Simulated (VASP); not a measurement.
# Ti2O3 (R-3c) in VASP: single point with r2SCAN+U

Aim: the single point of Ti2O3 with r2SCAN+U.

All numbers are computed with VASP 6.6.1; they aren't measurements. Logs are shortened: lines on timing, memory, paths and dates and some standing lists are left out, and cuts for length are marked.

## 1. The cell of the first run

The structure is trigonal, space group R-3c (No. 167). The conventional cell has a = 5.149 Å, b = 5.149 Å, c = 13.642 Å, α = 90.00°, β = 90.00°, γ = 120.00°. Within 2.7 Å of Ti (site symmetry 3) lie 6 O at 2.01 to 2.08 Å and 1 Ti at 2.59 Å. Within 2.9 Å of O (site symmetry 2) lie 4 Ti at 2.01 to 2.08 Å and 8 O at 2.80 to 2.88 Å.

## 2. Single point, r2SCAN+U, collinear spin

The input, POSCAR:

```
Ti2O3
1.0
    2.5745011249      1.4863889175      4.5473300000
   -2.5745011249      1.4863889175      4.5473300000
    0.0000000000     -2.9727778350      4.5473300000
Ti O
4 6
Direct
    0.8450000000      0.8450000000      0.8450000000
    0.6550000000      0.6550000000      0.6550000000
    0.1550000000      0.1550000000      0.1550000000
    0.3450000000      0.3450000000      0.3450000000
    0.0670000000      0.4330000000      0.7500000000
    0.7500000000      0.0670000000      0.4330000000
    0.4330000000      0.7500000000      0.0670000000
    0.9330000000      0.5670000000      0.2500000000
    0.2500000000      0.9330000000      0.5670000000
    0.5670000000      0.2500000000      0.9330000000
```

The input, INCAR.step1:

```
  ALGO = Normal
  EDIFF = 1E-4
  ENCUT = 520
  GGA = PE
  ISMEAR = 0
  ISPIN = 2
  LASPH = T
  LCHARG = F
  LDAU = T
  LDAUJ = 0 0
  LDAUL = 2 -1
  LDAUTYPE = 2
  LDAUU = 4 0
  LMAXMIX = 4
  LREAL = F
  LWAVE = T
  MAGMOM = 1 1 1 1 0 0 0 0 0 0
  NBANDS = 57
  NELM = 150
  PREC = Accurate
  SIGMA = 0.1
```

The input, INCAR.step2:

```
  ALGO = Normal
  EDIFF = 1E-7
  ENCUT = 520
  ISIF = 2
  ISMEAR = 0
  ISPIN = 2
  ISTART = 1
  LASPH = T
  LCHARG = F
  LDAU = T
  LDAUJ = 0 0
  LDAUL = 2 -1
  LDAUPRINT = 1
  LDAUTYPE = 2
  LDAUU = 4 0
  LMAXMIX = 4
  LMIXTAU = T
  LORBIT = 11
  LREAL = F
  LWAVE = F
  MAGMOM = 1 1 1 1 0 0 0 0 0 0
  METAGGA = R2SCAN
  NBANDS = 57
  NELM = 150
  PREC = Accurate
  SIGMA = 0.1
```

The input, KPOINTS:

```
k-points
0
Gamma
  6 6 6
```

Potentials or basis: VASP PAW PBE potentials, release 64 (Ti_sv, O).

On the command line:

```
$ cat potpaw_PBE.64/Ti_sv/POTCAR potpaw_PBE.64/O/POTCAR > POTCAR
$ cp INCAR.step1 INCAR
$ mpirun -np 1 vasp_std > vasp.out
$ cp INCAR.step2 INCAR
$ mpirun -np 1 vasp_std > vasp.out
```

OUTCAR:

```text
EDIFF = 1E-7
   ENCUT = 520
   ISIF = 2
   ISMEAR = 0
   ISPIN = 2
   ISTART = 1
   LASPH = T
   LORBIT = 11
   LREAL = F
   METAGGA = R2SCAN
   NELM = 150
   PREC = Accurate

 ion  position               nearest neighbor table
   1  0.845  0.845  0.845-  10 2.01   8 2.01   9 2.01   5 2.08   7 2.08   6 2.08   2 2.59
   2  0.655  0.655  0.655-   9 2.01   8 2.01  10 2.01   5 2.08   7 2.08   6 2.08   1 2.59
   3  0.155  0.155  0.155-   7 2.01   5 2.01   6 2.01   8 2.08   9 2.08  10 2.08   4 2.59
   4  0.345  0.345  0.345-   6 2.01   5 2.01   7 2.01   8 2.08   9 2.08  10 2.08   3 2.59
   5  0.067  0.433  0.750-   3 2.01   4 2.01   1 2.08   2 2.08
   6  0.750  0.067  0.433-   4 2.01   3 2.01   1 2.08   2 2.08
   7  0.433  0.750  0.067-   3 2.01   4 2.01   1 2.08   2 2.08
   8  0.933  0.567  0.250-   1 2.01   2 2.01   3 2.08   4 2.08
   9  0.250  0.933  0.567-   2 2.01   1 2.01   3 2.08   4 2.08
  10  0.567  0.250  0.933-   1 2.01   2 2.01   3 2.08   4 2.08

  LATTYP: Found a trigonal (rhomboedric) cell.
 ALAT       =     5.4328278258
 COS(alpha) =     0.5508780470

  Lattice vectors:

 A1 = (   2.5745011249,   1.4863889175,   4.5473300000)
 A2 = (  -2.5745011249,   1.4863889175,   4.5473300000)
 A3 = (   0.0000000000,  -2.9727778350,   4.5473300000)

Analysis of symmetry for initial positions (statically):
=====================================================================
 Subroutine PRICEL returns:
 Original cell was already a primitive cell.

 Routine SETGRP: Setting up the symmetry group for a
 trigonal (rhombohedral) supercell.

 Subroutine GETGRP returns: Found 12 space group operations
 (whereof  6 operations were pure point group operations)
 out of a pool of 12 trial point group operations.

The static configuration has the point symmetry S_6 .
 The point group associated with its full space group is D_3d.

Analysis of symmetry for dynamics (positions and initial velocities):
=====================================================================
 Subroutine PRICEL returns:
 Original cell was already a primitive cell.

 Routine SETGRP: Setting up the symmetry group for a
 trigonal (rhombohedral) supercell.

 Subroutine GETGRP returns: Found 12 space group operations
 (whereof  6 operations were pure point group operations)
 out of a pool of 12 trial point group operations.

The dynamic configuration has the point symmetry S_6 .
 The point group associated with its full space group is D_3d.
[... 305 lines left out ...]

 number of electron      84.0000007 magnetization      -0.0000000

 Free energy of the ion-electron system (eV)
  ---------------------------------------------------
  ext. energy  EPLUGINS =         0.00000000
  ---------------------------------------------------
  free energy    TOTEN  =      -108.29169606 eV

  energy without entropy =     -108.29169603  energy(sigma->0) =     -108.29169604

 E-fermi :   9.4432     XC(G=0): -12.4730

 val. band max:        9.1162778845   @ k =   0.3333   0.3333   0.3333
 cond. band min:       9.7722993723   @ k =   0.5000   0.5000  -0.0000
 fundamental gap:      0.6560214879
 Fermi energy:         9.4432495032

 spin component 1

 k-point     1 :       0.0000    0.0000    0.0000
  band No.  band energies     occupation
      1     -52.5677      1.00000
      2     -52.5100      1.00000
      3     -52.4774      1.00000
      4     -52.4342      1.00000
      5     -28.0922      1.00000
      6     -28.0922      1.00000
[... 2729 lines left out ...]
     53      12.2331      0.00000
     54      12.3712      0.00000

 [... further k-points ...]

 [bands above 54 left out]

------------------------ aborting loop because EDIFF is reached ----------------------------------------

  FORCE on cell =-STRESS in cart. coord.  units (eV):
  Direction    XX          YY          ZZ          XY          YZ          ZX
  --------------------------------------------------------------------------------------
  -------------------------------------------------------------------------------------
  Total        7.6564164      7.6564164      0.7837806     -0.0000000     -0.0000000      0.0000000
  in kB      117.4905285    117.4905285     12.0274025     -0.0000000     -0.0000000      0.0000000
  external PRESSURE =      82.3361532 kB  Pullay stress =       0.0000000 kB

 VOLUME and BASIS-vectors are now :
 -----------------------------------------------------------------------------
  energy-cutoff  :      520.00
  volume of cell :      104.41
      direct lattice vectors                 reciprocal lattice vectors
     2.574501125  1.486388918  4.547330000     0.194212384  0.112128572  0.073303088
    -2.574501125  1.486388918  4.547330000    -0.194212384  0.112128572  0.073303088
     0.000000000 -2.972777835  4.547330000     0.000000000 -0.224257144  0.073303088

 POSITION                                       TOTAL-FORCE (eV/Angst)
 -----------------------------------------------------------------------------------
      0.00000      0.00000     11.52748        -0.000000      0.000000     -0.896133
      0.00000      0.00000      8.93550        -0.000000     -0.000000      0.896133
      0.00000      0.00000      2.11451        -0.000000     -0.000000      0.896133
      0.00000      0.00000      4.70649        -0.000000      0.000000     -0.896133
     -0.94227     -1.48639      5.68416         0.017067      0.000000      0.000000
      1.75838     -0.07283      5.68416        -0.008533      0.014780      0.000000
     -0.81612      1.55922      5.68416        -0.008533     -0.014780      0.000000
      0.94227      1.48639      7.95783        -0.017067      0.000000      0.000000
     -1.75838      0.07283      7.95783         0.008533     -0.014780      0.000000
      0.81612     -1.55922      7.95783         0.008533      0.014780      0.000000
 -----------------------------------------------------------------------------------
    total drift:                               -0.000000      0.000000     -0.000000

  FREE ENERGIE OF THE ION-ELECTRON SYSTEM (eV)
  ---------------------------------------------------
  free  energy   TOTEN  =      -108.2916960611 eV

  energy  without entropy=     -108.2916960266  energy(sigma->0) =     -108.29169604

 total charge

# of ion       s       p       d       tot
------------------------------------------
    1        2.184   6.219   1.731  10.134
    2        2.184   6.219   1.731  10.134
    3        2.184   6.219   1.731  10.134
    4        2.184   6.219   1.731  10.134
    5        1.565   3.571   0.000   5.136
    6        1.565   3.571   0.000   5.136
    7        1.565   3.571   0.000   5.136
    8        1.565   3.571   0.000   5.136
    9        1.565   3.571   0.000   5.136
   10        1.565   3.571   0.000   5.136
--------------------------------------------------
tot         18.125  46.301   6.925  71.352

 magnetization (x)

# of ion       s       p       d       tot
------------------------------------------
    1       -0.000   0.000  -0.000  -0.000
    2       -0.000   0.000  -0.000  -0.000
    3       -0.000   0.000  -0.000  -0.000
    4       -0.000   0.000  -0.000  -0.000
    5        0.000   0.000   0.000   0.000
    6        0.000   0.000   0.000   0.000
    7        0.000   0.000   0.000   0.000
    8        0.000   0.000   0.000   0.000
    9        0.000   0.000   0.000   0.000
   10        0.000   0.000   0.000   0.000
--------------------------------------------------
tot         -0.000   0.000  -0.000  -0.000
```

OUTCAR.step1:

```text
EDIFF = 1E-4
   ENCUT = 520
   GGA = PE
   ISMEAR = 0
[... 3021 lines left out ...]
     -0.81612      1.55922      5.68416         0.007459      0.012919      0.000000
      0.94227      1.48639      7.95783         0.014918     -0.000000      0.000000
     -1.75838      0.07283      7.95783        -0.007459      0.012919      0.000000
      0.81612     -1.55922      7.95783        -0.007459     -0.012919      0.000000
 -----------------------------------------------------------------------------------
    total drift:                               -0.000000      0.000000     -0.000000

  FREE ENERGIE OF THE ION-ELECTRON SYSTEM (eV)
  ---------------------------------------------------
  free  energy   TOTEN  =       -78.5403654629 eV

  energy  without entropy=      -78.5402926455  energy(sigma->0) =      -78.54032905
```

Wall time 39 min (1 thread of Oxide Virtual Turin-like, shared host); peak memory 0.46 GiB.

Results:

| Item | Value |
| --- | --- |
| Free energy | -108.2917 eV |
| Pressure | 8.2 GPa |
| Largest force | 0.896 eV/Å |
| Band gap on the k mesh | 0.66 eV (least direct gap 0.80 eV) |
| Net moment | 0.00 μB per cell |
| Valence electrons inside the program's atomic spheres | Ti 10.13; O 5.14 |

Forces in eV/Å, atoms in the order of the input:
```
Ti   0.000  0.000 -0.896
Ti   0.000  0.000  0.896
Ti   0.000  0.000  0.896
Ti   0.000  0.000 -0.896
O    0.017  0.000  0.000
O   -0.009  0.015  0.000
O   -0.009 -0.015  0.000
O   -0.017  0.000  0.000
O    0.009 -0.015  0.000
O    0.009  0.015  0.000
```

Levels at points of the mesh, in eV from the valence-band top:
Spin up:
```
           k point  band 40  band 41  band 42  band 43  band 44  band 45
(0.00, 0.00, 0.00)    -4.26    -1.28    -0.09     0.71     0.71     1.25
(0.50, 0.00, 0.00)    -4.58    -0.76    -0.76     0.96     0.96     1.35
(0.50, 0.50, 0.00)    -4.54    -0.73    -0.62     0.66     1.00     1.05
(0.50, 0.50, 0.50)    -5.10    -0.01    -0.01     1.10     1.10     1.27
```
Spin down:
| k point | band 39 | band 40 | band 41 | band 42 | band 43 | band 44 | band 45 | band 46 |
| --- | --- | --- | --- | --- | --- | --- | --- | --- |
| (0.00, 0.00, 0.00) | -4.50 | -4.26 | -1.28 | -0.09 | 0.71 | 0.71 | 1.25 | 1.25 |
| (0.50, 0.00, 0.00) | -4.58 | -4.58 | -0.76 | -0.76 | 0.96 | 0.96 | 1.35 | 1.35 |
| (0.50, 0.50, 0.00) | -5.09 | -4.54 | -0.73 | -0.62 | 0.66 | 1.00 | 1.05 | 1.40 |
| (0.50, 0.50, 0.50) | -5.10 | -5.10 | -0.01 | -0.01 | 1.10 | 1.10 | 1.27 | 1.27 |

Eigenvalues of the final occupation matrices:
```tsv
site	spin	trace	eigenvalues
site 1 d	1	0.88	0.07 0.07 0.17 0.17 0.40
site 1 d	2	0.88	0.07 0.07 0.17 0.17 0.40
site 2 d	1	0.88	0.07 0.07 0.17 0.17 0.40
site 2 d	2	0.88	0.07 0.07 0.17 0.17 0.40
site 3 d	1	0.88	0.07 0.07 0.17 0.17 0.40
site 3 d	2	0.88	0.07 0.07 0.17 0.17 0.40
site 4 d	1	0.88	0.07 0.07 0.17 0.17 0.40
site 4 d	2	0.88	0.07 0.07 0.17 0.17 0.40
```

Caveat: the stress differs along the axes, from 1 to 12 GPa; semilocal functionals underestimate gaps, and a narrow one can read as zero; the PAW data sets were made with another functional, which shifts forces and pressure a little.
